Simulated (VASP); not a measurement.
# CdTe (I-4m2) in VASP: a series of runs

CdTe is run at these levels: r2SCAN; tasks: dielectric tensor.

Everything below comes from runs of VASP 6.6.1. Logs are shortened: lines on timing, memory, paths and dates and some standing lists are left out, and cuts for length are marked.

**1. The cell of the first run**

It takes space group I-4m2 (No. 119, tetragonal). Conventional cell: a = 4.639 Å, b = 4.639 Å, c = 6.298 Å, α = 90.00°, β = 90.00°, γ = 90.00°. Cd (site symmetry -4m2) has 4 Te at 2.80 Å within 3.7 Å. Within 3.7 Å of Te (site symmetry -4m2) lie 4 Cd at 2.80 Å.

**2. Dielectric tensor, r2SCAN (uniaxial z strain -4.0%)**

INCAR

```
SYSTEM = CdTe
  PREC = Accurate
  ENCUT = 520
  EDIFF = 1E-8
  ISMEAR = 0
  SIGMA = 0.01
  LREAL = .False.
  LASPH = .True.
  NELM = 60
  ALGO = Normal
  ISIF = 2
  LWAVE = .False.
  LCHARG = .False.
  METAGGA = R2SCAN
  LMIXTAU = .True.
  LCALCEPS = .True.
```

KPOINTS

```
Automatic mesh
0
Gamma
  6 6 6
  0 0 0
```

POSCAR

```
CdTe
1.0
    0.0000000000      3.2799551162      3.1487569115
    3.2799551162      0.0000000000      3.1487569115
    3.2799551162      3.2799551162      0.0000000000
Cd Te
1 1
Direct
    0.0000000000      0.0000000000      0.0000000000
    0.2500000000      0.2500000000      0.2500000000
```

Potentials or basis: VASP PAW PBE potentials, release 64 (Cd, Te).

On the command line:

```console
cat potpaw_PBE.64/Cd/POTCAR potpaw_PBE.64/Te/POTCAR > POTCAR
mpirun -np 1 vasp_std > vasp.out
```

OUTCAR:

```text
SYSTEM = CdTe
   PREC = Accurate
   ENCUT = 520
   EDIFF = 1E-8
   ISMEAR = 0
   LREAL = .False.
   LASPH = .True.
   NELM = 60
   ISIF = 2
   METAGGA = R2SCAN

 ion  position               nearest neighbor table
   1  0.000  0.000  0.000-   2 2.80   2 2.80   2 2.80   2 2.80
   2  0.250  0.250  0.250-   1 2.80   1 2.80   1 2.80   1 2.80

  LATTYP: Found a body centered tetragonal cell.
 ALAT       =     4.6385570093
 C/A-ratio  =     1.3576450199

  Lattice vectors:

 A1 = (   0.0000000000,  -3.2799551162,  -3.1487569115)
 A2 = (   0.0000000000,   3.2799551162,  -3.1487569115)
 A3 = (   3.2799551162,   0.0000000000,   3.1487569115)

Analysis of symmetry for initial positions (statically):
=====================================================================
 Subroutine PRICEL returns:
 Original cell was already a primitive cell.

 Routine SETGRP: Setting up the symmetry group for a
 body centered tetragonal supercell.

 Subroutine GETGRP returns: Found  8 space group operations
 (whereof  8 operations were pure point group operations)
 out of a pool of 16 trial point group operations.

The static configuration has the point symmetry D_2d.

Analysis of symmetry for dynamics (positions and initial velocities):
=====================================================================
 Subroutine PRICEL returns:
 Original cell was already a primitive cell.

 Routine SETGRP: Setting up the symmetry group for a
 body centered tetragonal supercell.

 Subroutine GETGRP returns: Found  8 space group operations
 (whereof  8 operations were pure point group operations)
 out of a pool of 16 trial point group operations.

The dynamic configuration has the point symmetry D_2d.

 Subroutine INISYM returns: Found  8 space group operations
 (whereof  8 operations are pure point group operations),
 and found     1 'primitive' translations

----------------------------------------------------------------------------------------

                                     Primitive cell

  volume of cell :      67.7493

  direct lattice vectors                    reciprocal lattice vectors
     0.000000000  3.279955116  3.148756912    -0.152441110  0.152441110  0.158792823
     3.279955116  0.000000000  3.148756912     0.152441110 -0.152441110  0.158792823
     3.279955116  3.279955116  0.000000000     0.152441110  0.152441110 -0.158792823

  length of vectors
[... 140 lines left out ...]
  band No.  band energies     occupation
      1      -9.4076      2.00000
      2      -6.4376      2.00000
      3      -6.4363      2.00000
      4      -6.4272      2.00000
      5      -6.1493      2.00000
      6      -6.1436      2.00000
      7       2.0997      2.00000
      8       2.1003      2.00000
      9       2.2283      2.00000
     10   10000.0000      0.00000
     11   10000.0000      0.00000
     12   10000.0000      0.00000
     13   10000.0000      0.00000
[... 354 lines left out ...]
  band No.  band energies     occupation
      1      -8.9035      2.00000
      2      -6.3068      2.00000
      3      -6.2773      2.00000
      4      -6.2119      2.00000
      5      -6.1256      2.00000
      6      -5.6872      2.00000
      7      -2.0591      2.00000
      8      -0.0578      2.00000
      9       0.5236      2.00000
     10   10000.0000      0.00000
     11   10000.0000      0.00000
     12   10000.0000      0.00000
     13   10000.0000      0.00000

 [... further k-points ...]

------------------------ aborting loop because EDIFF is reached ----------------------------------------

            Ionic dipole moment: p[ion]=(     9.83987     9.83987     9.44627 ) |e| Angst

 Total electronic dipole moment: p[elc]=(     0.02170     0.02170     0.04372 ) |e| Angst

 MACROSCOPIC STATIC DIELECTRIC TENSOR (including local field effects)
 ------------------------------------------------------
           7.314134     0.000000     0.000000
           0.000000     7.314134     0.000000
           0.000000     0.000000     7.117997
 ------------------------------------------------------

 PIEZOELECTRIC TENSOR (including local field effects) (e Angst)
          XX          YY          ZZ          XY          YZ          ZX
  --------------------------------------------------------------------------------
  x     0.00000     0.00000     0.00000     0.00000    -2.37110    -0.00000
  y     0.00000     0.00000     0.00000    -0.00000     0.00000    -2.37110
  z     0.00000     0.00000     0.00000    -2.57652     0.00000     0.00000

 PIEZOELECTRIC TENSOR (including local field effects) (C/m^2)
          XX          YY          ZZ          XY          YZ          ZX
  --------------------------------------------------------------------------------
  x     0.00000     0.00000     0.00000     0.00000    -0.56073    -0.00000
  y     0.00000     0.00000     0.00000    -0.00000     0.00000    -0.56073
  z     0.00000     0.00000     0.00000    -0.60931     0.00000     0.00000

 BORN EFFECTIVE CHARGES (including local field effects) (in |e|, cummulative output)
 ---------------------------------------------------------------------------------
 ion    1
    1     2.21833     0.00000    -0.00000
    2    -0.00000     2.21833    -0.00000
    3     0.00000     0.00000     2.08205
 ion    2
    1    -2.21833    -0.00000     0.00000
    2     0.00000    -2.21833     0.00000
    3     0.00000     0.00000    -2.08205

  FORCE on cell =-STRESS in cart. coord.  units (eV):
  Direction    XX          YY          ZZ          XY          YZ          ZX
  --------------------------------------------------------------------------------------
  -------------------------------------------------------------------------------------
  Total        0.7069094      0.7069094      0.9487036      0.0000000      0.0000000      0.0000000
  in kB       16.7174251     16.7174251     22.4355241      0.0000000      0.0000000      0.0000000
  external PRESSURE =      18.6234581 kB  Pullay stress =       0.0000000 kB

 VOLUME and BASIS-vectors are now :
 -----------------------------------------------------------------------------
  energy-cutoff  :      520.00
  volume of cell :       67.75
      direct lattice vectors                 reciprocal lattice vectors
     0.000000000  3.279955116  3.148756912    -0.152441110  0.152441110  0.158792823
     3.279955116  0.000000000  3.148756912     0.152441110 -0.152441110  0.158792823
     3.279955116  3.279955116  0.000000000     0.152441110  0.152441110 -0.158792823

 POSITION                                       TOTAL-FORCE (eV/Angst)
 -----------------------------------------------------------------------------------
      0.00000      0.00000      0.00000        -0.000000     -0.000000     -0.000000
      1.63998      1.63998      1.57438         0.000000      0.000000      0.000000
 -----------------------------------------------------------------------------------
    total drift:                               -0.000002     -0.000002     -0.000002

  FREE ENERGIE OF THE ION-ELECTRON SYSTEM (eV)
  ---------------------------------------------------
  free  energy   TOTEN  =       -46.6215010387 eV

  energy  without entropy=      -46.6215010387  energy(sigma->0) =      -46.62150104
```

OSZICAR:

```text
N       E                     dE             d eps       ncg     rms          rms(c)
DAV:   1     0.635058176807E+02    0.63506E+02   -0.87411E+03   780   0.124E+03
DAV:   2    -0.467189849139E+02   -0.11022E+03   -0.10580E+03   890   0.287E+02
[... 13 lines left out ...]
DMP:  16    -0.466215009582E+02   -0.39549E-07   -0.31098E-07   884   0.327E-07   0.867E-07
DMP:  17    -0.466215009862E+02   -0.27939E-07   -0.21999E-07   884   0.228E-07   0.620E-07
DMP:  18    -0.466215010062E+02   -0.20064E-07   -0.15814E-07   884   0.162E-07   0.449E-07
DMP:  19    -0.466215010207E+02   -0.14488E-07   -0.11399E-07   884   0.115E-07   0.327E-07
DMP:  20    -0.466215010312E+02   -0.10513E-07   -0.81975E-08   884   0.818E-08   0.237E-07
DMP:  21    -0.466215010387E+02   -0.74426E-08   -0.59093E-08   884   0.586E-08   0.172E-07
   1 F= -.46621501E+02 E0= -.46621501E+02  d E =-.695719E-26
```

stdout:

```text
POSCAR found type information on POSCAR CdTe
 POSCAR found :  2 types and       2 ions
 scaLAPACK will be used
 -----------------------------------------------------------------------------
|                                                                             |
[... 110 lines left out ...]
 p_tot=(  0.986E+01  0.989E+01  0.947E+01 )
dp_tot=(  0.203E-04  0.235E-01  0.213E-04 )  diag[e(oo)]=(    ---    7.26404    ---   )
 p_tot=(  0.986E+01  0.989E+01  0.947E+01 )
dp_tot=(  0.203E-04  0.235E-01  0.210E-04 )  diag[e(oo)]=(    ---    7.28473    ---   )
 p_tot=(  0.986E+01  0.989E+01  0.947E+01 )
dp_tot=(  0.210E-04  0.236E-01  0.208E-04 )  diag[e(oo)]=(    ---    7.29035    ---   )
 p_tot=(  0.986E+01  0.989E+01  0.947E+01 )
dp_tot=(  0.211E-04  0.235E-01  0.208E-04 )  diag
```

It took 32 min on 1 thread of Intel Xeon 6975P-C (Granite Rapids), shared host; peak memory 0.55 GiB.

What came out:

* Band gap on the k mesh: 1.20 eV
* Electronic dielectric tensor (diagonal): 7.31, 7.31, 7.12
* Born charges (mean of the diagonal): Cd +2.17; Te -2.17 e

Electronic dielectric tensor:
```
7.31 0.00 0.00
0.00 7.31 0.00
0.00 0.00 7.12
```

Born effective charge tensors (e):
atom 1, Cd
```
2.22 0.00 0.00
0.00 2.22 0.00
0.00 0.00 2.08
```
atom 2, Te
```
-2.22  0.00  0.00
 0.00 -2.22  0.00
 0.00  0.00 -2.08
```

Dipole moments of the cell (e·Å, modulo the quantum): ionic 9.840, 9.840, 9.446; electronic 0.022, 0.022, 0.044

Caveat: the cell differs from its parent crystal (uniaxial z strain -4.0%); the PAW data sets were made with another functional, which shifts forces and pressure a little; spin-orbit coupling is left out, which moves the levels of the heavy elements.

**3. Dielectric tensor, r2SCAN (uniaxial z strain -3.0%)**

INCAR

```
SYSTEM = CdTe
PREC = Accurate
ENCUT = 520
EDIFF = 1E-8
ISMEAR = 0
SIGMA = 0.01
LREAL = .False.
LASPH = .True.
NELM = 60
ALGO = Normal
ISIF = 2
LWAVE = .False.
LCHARG = .False.
METAGGA = R2SCAN
LMIXTAU = .True.
LCALCEPS = .True.
```

KPOINTS is that of step 2.

POSCAR

```
CdTe
1.0
    0.0000000000      3.2799551162      3.1815564627
    3.2799551162      0.0000000000      3.1815564627
    3.2799551162      3.2799551162      0.0000000000
Cd Te
1 1
Direct
    0.0000000000      0.0000000000      0.0000000000
    0.2500000000      0.2500000000      0.2500000000
```

Potentials or basis: VASP PAW PBE potentials, release 64 (Cd, Te).

On the command line:

```console
cat potpaw_PBE.64/Cd/POTCAR potpaw_PBE.64/Te/POTCAR > POTCAR
mpirun -np 1 vasp_std > vasp.out
```

OUTCAR:

```text
SYSTEM = CdTe
   PREC = Accurate
   ENCUT = 520
   EDIFF = 1E-8
   ISMEAR = 0
   LREAL = .False.
   LASPH = .True.
   NELM = 60
   ISIF = 2
   METAGGA = R2SCAN

 ion  position               nearest neighbor table
   1  0.000  0.000  0.000-   2 2.81   2 2.81   2 2.81   2 2.81
   2  0.250  0.250  0.250-   1 2.81   1 2.81   1 2.81   1 2.81

  LATTYP: Found a body centered tetragonal cell.
 ALAT       =     4.6385570093
 C/A-ratio  =     1.3717871555

  Lattice vectors:

 A1 = (   0.0000000000,  -3.2799551162,  -3.1815564627)
 A2 = (   0.0000000000,   3.2799551162,  -3.1815564627)
 A3 = (   3.2799551162,   0.0000000000,   3.1815564627)

Analysis of symmetry for initial positions (statically):
=====================================================================
 Subroutine PRICEL returns:
 Original cell was already a primitive cell.

 Routine SETGRP: Setting up the symmetry group for a
 body centered tetragonal supercell.

 Subroutine GETGRP returns: Found  8 space group operations
 (whereof  8 operations were pure point group operations)
 out of a pool of 16 trial point group operations.

The static configuration has the point symmetry D_2d.

Analysis of symmetry for dynamics (positions and initial velocities):
=====================================================================
 Subroutine PRICEL returns:
 Original cell was already a primitive cell.

 Routine SETGRP: Setting up the symmetry group for a
 body centered tetragonal supercell.

 Subroutine GETGRP returns: Found  8 space group operations
 (whereof  8 operations were pure point group operations)
 out of a pool of 16 trial point group operations.

The dynamic configuration has the point symmetry D_2d.

[... 531 lines left out ...]
      7      -2.0944      2.00000
      8      -0.1182      2.00000
      9       0.4428      2.00000
     10   10000.0000      0.00000
     11   10000.0000      0.00000
     12   10000.0000      0.00000
     13   10000.0000      0.00000

 [... further k-points ...]

------------------------ aborting loop because EDIFF is reached ----------------------------------------

            Ionic dipole moment: p[ion]=(     9.83987     9.83987     9.54467 ) |e| Angst

 Total electronic dipole moment: p[elc]=(     0.02229     0.02229     0.04491 ) |e| Angst

 MACROSCOPIC STATIC DIELECTRIC TENSOR (including local field effects)
 ------------------------------------------------------
           7.306249     0.000000     0.000000
           0.000000     7.306249     0.000000
          -0.000000    -0.000000     7.162487
 ------------------------------------------------------

 PIEZOELECTRIC TENSOR (including local field effects) (e Angst)
          XX          YY          ZZ          XY          YZ          ZX
  --------------------------------------------------------------------------------
  x     0.00000     0.00000     0.00000     0.00000    -2.43029     0.00000
  y     0.00000     0.00000     0.00000    -0.00000     0.00000    -2.43029
  z     0.00000     0.00000     0.00000    -2.59086     0.00000     0.00000

 PIEZOELECTRIC TENSOR (including local field effects) (C/m^2)
          XX          YY          ZZ          XY          YZ          ZX
  --------------------------------------------------------------------------------
  x     0.00000     0.00000     0.00000     0.00000    -0.56881     0.00000
  y     0.00000     0.00000     0.00000    -0.00000     0.00000    -0.56881
  z     0.00000     0.00000     0.00000    -0.60639     0.00000     0.00000

 BORN EFFECTIVE CHARGES (including local field effects) (in |e|, cummulative output)
 ---------------------------------------------------------------------------------
 ion    1
    1     2.22369    -0.00000     0.00000
    2     0.00000     2.22369     0.00000
    3     0.00000     0.00000     2.12171
 ion    2
    1    -2.22369     0.00000     0.00000
    2     0.00000    -2.22369     0.00000
    3     0.00000     0.00000    -2.12171

  FORCE on cell =-STRESS in cart. coord.  units (eV):
  Direction    XX          YY          ZZ          XY          YZ          ZX
  --------------------------------------------------------------------------------------
  -------------------------------------------------------------------------------------
  Total        0.5263244      0.5263244      0.7189228      0.0000000      0.0000000      0.0000000
  in kB       12.3185244     12.3185244     16.8262529      0.0000000      0.0000000      0.0000000
  external PRESSURE =      13.8211005 kB  Pullay stress =       0.0000000 kB

 VOLUME and BASIS-vectors are now :
 -----------------------------------------------------------------------------
  energy-cutoff  :      520.00
  volume of cell :       68.46
      direct lattice vectors                 reciprocal lattice vectors
     0.000000000  3.279955116  3.181556463    -0.152441110  0.152441110  0.157155784
     3.279955116  0.000000000  3.181556463     0.152441110 -0.152441110  0.157155784
     3.279955116  3.279955116  0.000000000     0.152441110  0.152441110 -0.157155784

 POSITION                                       TOTAL-FORCE (eV/Angst)
 -----------------------------------------------------------------------------------
      0.00000      0.00000      0.00000        -0.000000     -0.000000      0.000000
      1.63998      1.63998      1.59078         0.000000      0.000000      0.000000
 -----------------------------------------------------------------------------------
    total drift:                               -0.000001     -0.000001     -0.000001

  FREE ENERGIE OF THE ION-ELECTRON SYSTEM (eV)
  ---------------------------------------------------
  free  energy   TOTEN  =       -46.6301820749 eV

  energy  without entropy=      -46.6301820749  energy(sigma->0) =      -46.63018207
```

OSZICAR:

```text
N       E                     dE             d eps       ncg     rms          rms(c)
DAV:   1     0.618863635438E+02    0.61886E+02   -0.85803E+03   780   0.123E+03
DAV:   2    -0.467698027907E+02   -0.10866E+03   -0.10434E+03   875   0.283E+02
[... 13 lines left out ...]
DMP:  16    -0.466301819903E+02   -0.41565E-07   -0.32532E-07   884   0.341E-07   0.908E-07
DMP:  17    -0.466301820197E+02   -0.29356E-07   -0.23073E-07   884   0.239E-07   0.651E-07
DMP:  18    -0.466301820407E+02   -0.20980E-07   -0.16628E-07   884   0.170E-07   0.472E-07
DMP:  19    -0.466301820557E+02   -0.15092E-07   -0.12013E-07   884   0.121E-07   0.345E-07
DMP:  20    -0.466301820669E+02   -0.11163E-07   -0.86591E-08   884   0.864E-08   0.250E-07
DMP:  21    -0.466301820749E+02   -0.79460E-08   -0.62571E-08   884   0.621E-08   0.182E-07
   1 F= -.46630182E+02 E0= -.46630182E+02  d E =-.544654E-26
```

stdout:

```text
POSCAR found type information on POSCAR CdTe
 POSCAR found :  2 types and       2 ions
 scaLAPACK will be used
 -----------------------------------------------------------------------------
|                                                                             |
[... 110 lines left out ...]
 p_tot=(  0.986E+01  0.989E+01  0.957E+01 )
dp_tot=(  0.204E-04  0.236E-01  0.214E-04 )  diag[e(oo)]=(    ---    7.23717    ---   )
 p_tot=(  0.986E+01  0.989E+01  0.957E+01 )
dp_tot=(  0.204E-04  0.237E-01  0.210E-04 )  diag[e(oo)]=(    ---    7.26301    ---   )
 p_tot=(  0.986E+01  0.989E+01  0.957E+01 )
dp_tot=(  0.209E-04  0.237E-01  0.209E-04 )  diag[e(oo)]=(    ---    7.27254    ---   )
 p_tot=(  0.986E+01  0.989E+01  0.957E+01 )
dp_tot=(  0.211E-04  0.237E-01  0.209E-04 )  diag
```

Wall time 48 min (1 thread of Intel Xeon Platinum 8488C (Sapphire Rapids), shared host); peak memory 0.56 GiB.

What came out:

```
Band gap on the k mesh                  : 1.19 eV
Electronic dielectric tensor (diagonal) : 7.31, 7.31, 7.16
Born charges (mean of the diagonal)     : Cd +2.19; Te -2.19 e
```

Levels at points of the mesh, in eV from the valence-band top:
```tsv
k point	band 7	band 8	band 9	band 10	band 11	band 12
(0.00, 0.00, 0.00)	-0.10	-0.10	0.00	1.19	4.97	4.98
(0.50, 0.00, 0.00)	-4.53	-0.92	-0.77	2.15	5.43	5.63
(0.50, 0.50, 0.00)	-4.29	-2.04	-2.04	2.75	2.76	9.52
(0.50, 0.00, 0.50)	-4.44	-1.93	-1.88	2.87	3.00	9.28
```

Electronic dielectric tensor:
```
7.31 0.00 0.00
0.00 7.31 0.00
0.00 0.00 7.16
```

Born effective charge tensors (e):
atom 1, Cd
```
2.22 0.00 0.00
0.00 2.22 0.00
0.00 0.00 2.12
```
atom 2, Te
```
-2.22  0.00  0.00
 0.00 -2.22  0.00
 0.00  0.00 -2.12
```

Dipole moments of the cell (e·Å, modulo the quantum): ionic 9.840, 9.840, 9.545; electronic 0.022, 0.022, 0.045

Caveat: the cell differs from its parent crystal (uniaxial z strain -3.0%); the PAW data sets were made with another functional, which shifts forces and pressure a little; spin-orbit coupling is left out, which moves the levels of the heavy elements.
